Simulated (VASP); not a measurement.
# SnSe (I4/mmm) in VASP: a series of runs

Runs on SnSe. Level: r2SCAN. Tasks: single point.

Everything below comes from runs of VASP 6.6.1. Logs are shortened: lines on timing, memory, paths and dates and some standing lists are left out, and cuts for length are marked.

**1. The cell of the first run**

It takes space group I4/mmm (No. 139, tetragonal). Conventional cell: a = 4.914 Å, b = 4.914 Å, c = 4.517 Å, α = 90.00°, β = 90.00°, γ = 90.00°. Sn (site symmetry 4/mmm) has 2 Se at 2.26 Å within 3.0 Å. Se (site symmetry 4/mmm) has 2 Sn at 2.26 Å within 3.0 Å.

**2. Single point, r2SCAN**

POSCAR

```
SnSe
1.0
    0.0000000000      3.4747911765      2.2586142647
    3.4747911765      0.0000000000      2.2586142647
    3.4747911765      3.4747911765      0.0000000000
Sn Se
1 1
Direct
    0.0000000000      0.0000000000      0.0000000000
    0.5000000000      0.5000000000      0.5000000000
```

INCAR.step1

```
SYSTEM = SnSe
ALGO = Normal ; EDIFF = 1E-4
ENCUT = 520 ; GGA = PE
ISMEAR = 0 ; LASPH = .TRUE.
LCHARG = .FALSE. ; LREAL = .FALSE.
LWAVE = .TRUE. ; NBANDS = 17
NELM = 100 ; PREC = Accurate
SIGMA = 0.05
```

INCAR.step2

```
SYSTEM = SnSe
ALGO = Normal ; EDIFF = 1E-7
ENCUT = 520 ; ISIF = 2
ISMEAR = 0 ; ISTART = 1
LASPH = .TRUE. ; LCHARG = .FALSE.
LMIXTAU = .TRUE. ; LREAL = .FALSE.
LWAVE = .FALSE. ; METAGGA = R2SCAN
NBANDS = 17 ; NELM = 100
PREC = Accurate ; SIGMA = 0.05
```

KPOINTS

```
k-points
0
G
  12 12 12
  0 0 0
```

Potentials or basis: VASP PAW PBE potentials, release 64 (Sn_d, Se).

Launch:

```
$ cat potpaw_PBE.64/Sn_d/POTCAR potpaw_PBE.64/Se/POTCAR > POTCAR
$ cp INCAR.step1 INCAR
$ mpirun -np 1 vasp_std > vasp.out
$ cp INCAR.step2 INCAR
$ mpirun -np 1 vasp_std > vasp.out
```

OUTCAR:

```text
SYSTEM = SnSe
   EDIFF = 1E-7
   ENCUT = 520
   ISIF = 2
   ISMEAR = 0
   ISTART = 1
   LASPH = .TRUE.
   LREAL = .FALSE.
   METAGGA = R2SCAN
   NELM = 100
   PREC = Accurate

 ion  position               nearest neighbor table
   1  0.000  0.000  0.000-   2 2.26   2 2.26
   2  0.500  0.500  0.500-   1 2.26   1 2.26

  LATTYP: Found a body centered tetragonal cell.
 ALAT       =     4.9140968082
 C/A-ratio  =     0.9192388155

  Lattice vectors:

 A1 = (   0.0000000000,  -3.4747911765,  -2.2586142647)
 A2 = (   0.0000000000,   3.4747911765,  -2.2586142647)
 A3 = (   3.4747911765,   0.0000000000,   2.2586142647)

Analysis of symmetry for initial positions (statically):
=====================================================================
 Subroutine PRICEL returns:
 Original cell was already a primitive cell.

 Routine SETGRP: Setting up the symmetry group for a
 body centered tetragonal supercell.

 Subroutine GETGRP returns: Found 16 space group operations
 (whereof 16 operations were pure point group operations)
 out of a pool of 16 trial point group operations.

The static configuration has the point symmetry D_4h.

Analysis of symmetry for dynamics (positions and initial velocities):
=====================================================================
 Subroutine PRICEL returns:
 Original cell was already a primitive cell.

 Routine SETGRP: Setting up the symmetry group for a
 body centered tetragonal supercell.

 Subroutine GETGRP returns: Found 16 space group operations
 (whereof 16 operations were pure point group operations)
 out of a pool of 16 trial point group operations.

The dynamic configuration has the point symmetry D_4h.

 Subroutine INISYM returns: Found 16 space group operations
 (whereof 16 operations are pure point group operations),
 and found     1 'primitive' translations

----------------------------------------------------------------------------------------

                                     Primitive cell

  volume of cell :      54.5418

  direct lattice vectors                    reciprocal lattice vectors
     0.000000000  3.474791177  2.258614265    -0.143893539  0.143893539  0.221374676
     3.474791177  0.000000000  2.258614265     0.143893539 -0.143893539  0.221374676
     3.474791177  3.474791177  0.000000000     0.143893539  0.143893539 -0.221374676

  length of vectors
     4.144334943  4.144334943  4.914096808     0.300694942  0.300694942  0.300694942

  position of ions in fractional coordinates (direct lattice)
[... 79 lines left out ...]
   EDIFF  = 0.1E-06   stopping-criterion for ELM
   LREAL  =      F    real-space projection
   EDIFFG = 0.1E-05   stopping-criterion for IOM
   NSW    =      0    number of steps for IOM
   IBRION =     -1    ionic relax: 0-MD 1-quasi-New 2-CG
   NFREE  =      0    steps in history (QN), initial steepest desc. (CG)
   ISIF   =      2    stress and relaxation
   ISYM   =      2    0-nonsym 1-usesym 2-fastsym
   POTIM  = 0.5000    time-step for ionic-motion
   TEBEG  =    0.0;   TEEND  =   0.0 temperature during run
   PSTRESS=    0.0 pullay stress
   NELECT =      20.0000    total number of electrons
   NUPDOWN=      -1.0000    fix difference up-down
   EMIN   =  10.00;   EMAX   =-10.00  energy-range for DOS
   EFERMI =   0.00;   METHOD = LEGACY
   ISMEAR =     0;   SIGMA  =   0.05  broadening in eV -4-tet -1-fermi 0-gaus
   EFERMI_NEDOS =   21; number of points for ismear=-14 and -15
   IALGO  =     38    algorithm
   IMIX   =      4    mixing-type and parameters
     AMIX     =   0.40;   BMIX     =  1.00
     AMIX_MAG =   1.60;   BMIX_MAG =  1.00
  volume/ion in A,a.u.               =      27.27       184.03
  Fermi-wavevector in a.u.,A,eV,Ry     =   1.171768  2.214321 18.681350  1.373040
  Thomas-Fermi vector in A             =   2.308207
   LORBIT       =      0    0 simple, 1 ext, 2 COOP (PROOUT), +10 PAW based schemes
   METAGGA = R2SCAN    functional components
   LHFCALC =     F    Hartree Fock is set to
   AEXX    =    0.0000 exact exchange contribution
   IVDW    =     0    specifies the selected vdW correction
   LEPSILON=     F    determine dielectric tensor
   LRPA    =     F    only Hartree local field effects (RPA)
 non-spin polarized calculation
 Gauss-broadening in eV      SIGMA  =   0.05
  energy-cutoff  :      520.00
  volume of cell :       54.54
 maximum number of plane-waves:      1487
   NGX = 15   NGY = 15   NGZ = 19

 number of electron      20.0000003 magnetization

 Free energy of the ion-electron system (eV)
  ---------------------------------------------------
  ext. energy  EPLUGINS =         0.00000000
  ---------------------------------------------------
  free energy    TOTEN  =       -36.65749902 eV

  energy without entropy =      -36.65535366  energy(sigma->0) =      -36.65642634

 E-fermi :   6.1455     XC(G=0):  -9.9883

 val. band max:        6.1367217958   @ k =   0.2500   0.1667   0.0833
 cond. band min:       6.1528678231   @ k =   0.5000   0.0000   0.2500
 fundamental gap:      0.0161460273
 Fermi energy:         6.1455079781

 k-point     1 :       0.0000    0.0000    0.0000
  band No.  band energies     occupation
      1     -17.5838      2.00000
      2     -17.0716      2.00000
      3     -17.0715      2.00000
      4     -16.9650      2.00000
      5     -16.9468      2.00000
      6     -10.1137      2.00000
[... 457 lines left out ...]
      4     -16.9533      2.00000
      5     -16.9492      2.00000
      6      -9.3694      2.00000
[... 9 lines left out ...]
     16      17.1277      0.00000
     17      17.3714      0.00000

 [... further k-points ...]

------------------------ aborting loop because EDIFF is reached ----------------------------------------

  FORCE on cell =-STRESS in cart. coord.  units (eV):
  Direction    XX          YY          ZZ          XY          YZ          ZX
  --------------------------------------------------------------------------------------
  -------------------------------------------------------------------------------------
  Total       -0.1033848     -0.1033848     25.5823876      0.0000000      0.0000000      0.0000000
  in kB       -3.0369504     -3.0369504    751.4882153      0.0000000      0.0000000      0.0000000
  external PRESSURE =     248.4714382 kB  Pullay stress =       0.0000000 kB

 VOLUME and BASIS-vectors are now :
 -----------------------------------------------------------------------------
  energy-cutoff  :      520.00
  volume of cell :       54.54
      direct lattice vectors                 reciprocal lattice vectors
     0.000000000  3.474791177  2.258614265    -0.143893539  0.143893539  0.221374676
     3.474791177  0.000000000  2.258614265     0.143893539 -0.143893539  0.221374676
     3.474791177  3.474791177  0.000000000     0.143893539  0.143893539 -0.221374676

 POSITION                                       TOTAL-FORCE (eV/Angst)
 -----------------------------------------------------------------------------------
      0.00000      0.00000      0.00000         0.000000     -0.000000     -0.000000
      3.47479      3.47479      2.25861        -0.000000      0.000000      0.000000
 -----------------------------------------------------------------------------------
    total drift:                                0.000000     -0.000000     -0.000000

  FREE ENERGIE OF THE ION-ELECTRON SYSTEM (eV)
  ---------------------------------------------------
  free  energy   TOTEN  =       -36.6574990192 eV

  energy  without entropy=      -36.6553536649  energy(sigma->0) =      -36.65642634
```

It took 3.7 min on 1 thread of Intel Xeon 6975P-C (Granite Rapids), shared host; peak memory 0.32 GiB.

What came out:

| Quantity | Value |
| --- | --- |
| Free energy | -36.6575 eV |
| Pressure | 24.8 GPa |
| Band gap on the k mesh | zero (bands 10 and 11 overlap by 1.79 eV) |

Stress tensor (GPa, compression positive):
```
-0.30  0.00  0.00
 0.00 -0.30  0.00
 0.00  0.00 75.15
```

Caveat: the cell stands under pressure; the PAW data sets were made with another functional, which shifts forces and pressure a little; spin-orbit coupling is left out, which moves the levels of the heavy elements.

**3. Single point, r2SCAN**

This run uses another cell than the first one, of the same volume but with other edges.

POSCAR

```
SnSe
1.0
    0.0000000000      2.6294771989      3.9442157983
    2.6294771989      0.0000000000      3.9442157983
    2.6294771989      2.6294771989      0.0000000000
Sn Se
1 1
Direct
    0.0000000000      0.0000000000      0.0000000000
    0.5000000000      0.5000000000      0.5000000000
```

INCAR.step1

```
SYSTEM = SnSe
PREC = Accurate
ENCUT = 520
ISMEAR = 0
SIGMA = 0.05
LREAL = .False.
LASPH = .True.
NELM = 80
NBANDS = 17
GGA = PE
ALGO = Normal
EDIFF = 1E-4
LWAVE = .True.
LCHARG = .False.
```

INCAR.step2

```
SYSTEM = SnSe
PREC = Accurate
ENCUT = 520
EDIFF = 1E-7
ISMEAR = 0
SIGMA = 0.05
LREAL = .False.
LASPH = .True.
NELM = 80
ALGO = Normal
ISIF = 2
LWAVE = .False.
LCHARG = .False.
METAGGA = R2SCAN
LMIXTAU = .True.
NBANDS = 17
ISTART = 1
```

KPOINTS

```
regular mesh
0
Gamma
  12 12 12
  0 0 0
```

Potentials or basis: VASP PAW PBE potentials, release 64 (Sn_d, Se).

Launch:

```
$ cat potpaw_PBE.64/Sn_d/POTCAR potpaw_PBE.64/Se/POTCAR > POTCAR
$ cp INCAR.step1 INCAR
$ mpirun -np 1 vasp_std > vasp.out
$ cp INCAR.step2 INCAR
$ mpirun -np 1 vasp_std > vasp.out
```

It took 3.8 min on 1 thread of Intel Xeon 6975P-C (Granite Rapids), shared host; peak memory 0.3 GiB.

Results (log left out):

- Free energy: -38.4703 eV
- Pressure: 14.1 GPa
- Band gap on the k mesh: zero (bands 10 and 11 overlap by 1.03 eV)

Stress tensor (GPa, compression positive):
```
22.35  0.00  0.00
 0.00 22.35  0.00
 0.00  0.00 -2.28
```

Levels at points of the mesh, in eV from the Fermi level:
```
           k point  band 8  band 9  band 10  band 11  band 12  band 13
(0.00, 0.00, 0.00)   -4.41   -4.41    -3.73     2.46     3.15     4.20
(0.50, 0.00, 0.00)   -3.44   -2.65    -0.91     1.30     1.70     1.73
(0.50, 0.50, 0.00)   -4.62   -4.62    -4.62     3.43     3.48     7.51
(0.50, 0.00, 0.50)   -7.17   -6.82    -3.12     1.55     2.97     7.20
```

Caveat: the cell stands under pressure; the PAW data sets were made with another functional, which shifts forces and pressure a little; spin-orbit coupling is left out, which moves the levels of the heavy elements.

**4. Single point, r2SCAN**

This run uses another cell than the first one, of the same volume but with other edges.

POSCAR

```
SnSe
1.0
    0.0000000000      3.0512380011      2.9291884811
    3.0512380011      0.0000000000      2.9291884811
    3.0512380011      3.0512380011      0.0000000000
Sn Se
1 1
Direct
    0.0000000000      0.0000000000      0.0000000000
    0.5000000000      0.5000000000      0.5000000000
```

INCAR.step1

```
ALGO = Normal
EDIFF = 1E-4
ENCUT = 520
GGA = PE
ISMEAR = 0
LASPH = T
LCHARG = F
LREAL = F
LWAVE = T
NBANDS = 17
NELM = 60
PREC = Accurate
SIGMA = 0.05
```

INCAR.step2

```
ALGO = Normal
EDIFF = 1E-7
ENCUT = 520
ISIF = 2
ISMEAR = 0
ISTART = 1
LASPH = T
LCHARG = F
LMIXTAU = T
LREAL = F
LWAVE = F
METAGGA = R2SCAN
NBANDS = 17
NELM = 60
PREC = Accurate
SIGMA = 0.05
```

KPOINTS

```
k-points
0
Gamma
  12 12 12
```

Potentials or basis: VASP PAW PBE potentials, release 64 (Sn_d, Se).

Launch:

```
$ cat potpaw_PBE.64/Sn_d/POTCAR potpaw_PBE.64/Se/POTCAR > POTCAR
$ cp INCAR.step1 INCAR
$ mpirun -np 1 vasp_std > vasp.out
$ cp INCAR.step2 INCAR
$ mpirun -np 1 vasp_std > vasp.out
```

OUTCAR:

```text
EDIFF = 1E-7
   ENCUT = 520
   ISIF = 2
   ISMEAR = 0
   ISTART = 1
   LASPH = T
   LREAL = F
   METAGGA = R2SCAN
   NELM = 60
   PREC = Accurate

 ion  position               nearest neighbor table
   1  0.000  0.000  0.000-   2 2.93   2 2.93   2 3.05   2 3.05   2 3.05   2 3.05
   2  0.500  0.500  0.500-   1 2.93   1 2.93   1 3.05   1 3.05   1 3.05   1 3.05

  LATTYP: Found a body centered tetragonal cell.
 ALAT       =     4.3151021632
 C/A-ratio  =     1.3576450199

  Lattice vectors:

 A1 = (   0.0000000000,  -3.0512380011,  -2.9291884811)
 A2 = (   0.0000000000,   3.0512380011,  -2.9291884811)
 A3 = (   3.0512380011,   0.0000000000,   2.9291884811)

Analysis of symmetry for initial positions (statically):
=====================================================================
 Subroutine PRICEL returns:
 Original cell was already a primitive cell.

 Routine SETGRP: Setting up the symmetry group for a
 body centered tetragonal supercell.

 Subroutine GETGRP returns: Found 16 space group operations
 (whereof 16 operations were pure point group operations)
 out of a pool of 16 trial point group operations.

The static configuration has the point symmetry D_4h.

Analysis of symmetry for dynamics (positions and initial velocities):
=====================================================================
 Subroutine PRICEL returns:
 Original cell was already a primitive cell.

 Routine SETGRP: Setting up the symmetry group for a
 body centered tetragonal supercell.

 Subroutine GETGRP returns: Found 16 space group operations
 (whereof 16 operations were pure point group operations)
 out of a pool of 16 trial point group operations.

The dynamic configuration has the point symmetry D_4h.

 Subroutine INISYM returns: Found 16 space group operations
 (whereof 16 operations are pure point group operations),
 and found     1 'primitive' translations

----------------------------------------------------------------------------------------

                                     Primitive cell

  volume of cell :      54.5418

[... 110 lines left out ...]
  Fermi-wavevector in a.u.,A,eV,Ry     =   1.171768  2.214321 18.681350  1.373040
  Thomas-Fermi vector in A             =   2.308207
   LORBIT       =      0    0 simple, 1 ext, 2 COOP (PROOUT), +10 PAW based schemes
   METAGGA = R2SCAN    functional components
   LHFCALC =     F    Hartree Fock is set to
   AEXX    =    0.0000 exact exchange contribution
   IVDW    =     0    specifies the selected vdW correction
   LEPSILON=     F    determine dielectric tensor
   LRPA    =     F    only Hartree local field effects (RPA)
 non-spin polarized calculation
 Gauss-broadening in eV      SIGMA  =   0.05
  energy-cutoff  :      520.00
  volume of cell :       54.54
 maximum number of plane-waves:      1488
   NGX = 15   NGY = 15   NGZ = 17

 number of electron      20.0000003 magnetization

 Free energy of the ion-electron system (eV)
  ---------------------------------------------------
  ext. energy  EPLUGINS =         0.00000000
  ---------------------------------------------------
  free energy    TOTEN  =       -39.84866486 eV

  energy without entropy =      -39.84866486  energy(sigma->0) =      -39.84866486

 E-fermi :   5.8658     XC(G=0): -10.1843

 val. band max:        5.6950526597   @ k =   0.5000   0.0000   0.0000
 cond. band min:       6.0412599201   @ k =  -0.4167   0.0833   0.0000
 fundamental gap:      0.3462072604
 Fermi energy:         5.8657607823

 k-point     1 :       0.0000    0.0000    0.0000
  band No.  band energies     occupation
      1     -16.8456      2.00000
      2     -16.8428      2.00000
      3     -16.8301      2.00000
      4     -16.8301      2.00000
      5     -16.8290      2.00000
      6      -9.0176      2.00000
[... 457 lines left out ...]
      4     -16.8208      2.00000
      5     -16.8169      2.00000
      6      -7.9463      2.00000
[... 9 lines left out ...]
     16      15.1152      0.00000
     17      17.8318      0.00000

 [... further k-points ...]

------------------------ aborting loop because EDIFF is reached ----------------------------------------

  FORCE on cell =-STRESS in cart. coord.  units (eV):
  Direction    XX          YY          ZZ          XY          YZ          ZX
  --------------------------------------------------------------------------------------
  -------------------------------------------------------------------------------------
  Total       -0.5318377     -0.5318377      1.3224771      0.0000000      0.0000000     -0.0000000
  in kB      -15.6228492    -15.6228492     38.8480532      0.0000000      0.0000000     -0.0000000
  external PRESSURE =       2.5341183 kB  Pullay stress =       0.0000000 kB

 VOLUME and BASIS-vectors are now :
 -----------------------------------------------------------------------------
  energy-cutoff  :      520.00
  volume of cell :       54.54
      direct lattice vectors                 reciprocal lattice vectors
     0.000000000  3.051238001  2.929188481    -0.163867912  0.163867912  0.170695742
     3.051238001  0.000000000  2.929188481     0.163867912 -0.163867912  0.170695742
     3.051238001  3.051238001  0.000000000     0.163867912  0.163867912 -0.170695742

 POSITION                                       TOTAL-FORCE (eV/Angst)
 -----------------------------------------------------------------------------------
      0.00000      0.00000      0.00000         0.000000     -0.000000      0.000000
      3.05124      3.05124      2.92919        -0.000000      0.000000      0.000000
 -----------------------------------------------------------------------------------
    total drift:                                0.000000     -0.000000     -0.000000

  FREE ENERGIE OF THE ION-ELECTRON SYSTEM (eV)
  ---------------------------------------------------
  free  energy   TOTEN  =       -39.8486648639 eV

  energy  without entropy=      -39.8486648627  energy(sigma->0) =      -39.84866486
```

OSZICAR.step1:

```text
N       E                     dE             d eps       ncg     rms          rms(c)
DAV:   1     0.132064356651E+03    0.13206E+03   -0.98520E+03  5642   0.144E+03
DAV:   2     0.427828639944E+01   -0.12779E+03   -0.12354E+03  5984   0.344E+02
DAV:   3    -0.805575810705E+01   -0.12334E+02   -0.12242E+02  6758   0.936E+01
DAV:   4    -0.836688604335E+01   -0.31113E+00   -0.31086E+00  6715   0.157E+01
DAV:   5    -0.837552833580E+01   -0.86423E-02   -0.86419E-02  8014   0.258E+00    0.309E+00
DAV:   6    -0.818621614294E+01    0.18931E+00   -0.46250E-01  7992   0.390E+00    0.183E+00
DAV:   7    -0.818469143796E+01    0.15247E-02   -0.84444E-02  6400   0.131E+00    0.913E-01
DAV:   8    -0.818695094451E+01   -0.22595E-02   -0.91313E-03  6869   0.851E-01    0.120E-01
DAV:   9    -0.818674233292E+01    0.20861E-03   -0.14337E-03  7530   0.310E-01    0.535E-02
DAV:  10    -0.818681952784E+01   -0.77195E-04   -0.18598E-04  6400   0.781E-02
   1 F= -.81868195E+01 E0= -.81868195E+01  d E =-.217670E-07
```

It took 2.6 min on 1 thread of Intel Xeon 6975P-C (Granite Rapids), shared host; peak memory 0.3 GiB.

Results:

| Property | Result |
| --- | --- |
| Free energy | -39.8487 eV |
| Pressure | 0.3 GPa |
| Band gap on the k mesh | 0.35 eV (least direct gap 0.49 eV) |

Levels at points of the mesh, in eV from the valence-band top:
```
           k point  band 7  band 8  band 9  band 10  band 11  band 12  band 13  band 14
(0.00, 0.00, 0.00)   -5.23   -2.91   -2.48    -2.48     4.04     4.04     5.09     5.97
(0.50, 0.00, 0.00)   -8.57   -2.39   -2.33     0.00     0.51     1.04     1.29     8.57
(0.50, 0.50, 0.00)   -6.45   -6.00   -4.15    -4.15     3.03     5.34     5.34     6.58
(0.50, 0.00, 0.50)   -6.27   -5.90   -4.30    -3.82     3.18     5.03     5.98     6.11
```

Caveat: the PAW data sets were made with another functional, which shifts forces and pressure a little; spin-orbit coupling is left out, which moves the levels of the heavy elements. A k mesh can miss the band edges.

**5. Summary**

```csv
cell,gap on the mesh (eV),pressure (GPa)
"a = 4.144, b = 4.144, c = 4.914 Å, angles 53.6, 53.6, 72.7°, 2 atoms",none,24.8
"a = 4.740, b = 4.740, c = 3.719 Å, angles 66.9, 66.9, 46.2°, 2 atoms",none,14.1
"a = 4.230, b = 4.230, c = 4.315 Å, angles 59.3, 59.3, 61.3°, 2 atoms",0.35,0.3
```

Alike in all rows: task single point; level r2SCAN; potentials or basis VASP PAW PBE potentials, release 64 (Sn_d, Se); no spin polarisation; k mesh 12 × 12 × 12; cutoff (eV) 520; smearing gaussian 0.05 eV.

Caveats: the PAW data sets were made with another functional, which shifts forces and pressure a little; spin-orbit coupling is left out, which moves the levels of the heavy elements; the cell stands under pressure (at least some runs).

Total energies depend on the potentials used, so only differences within one code and one set of settings carry meaning.
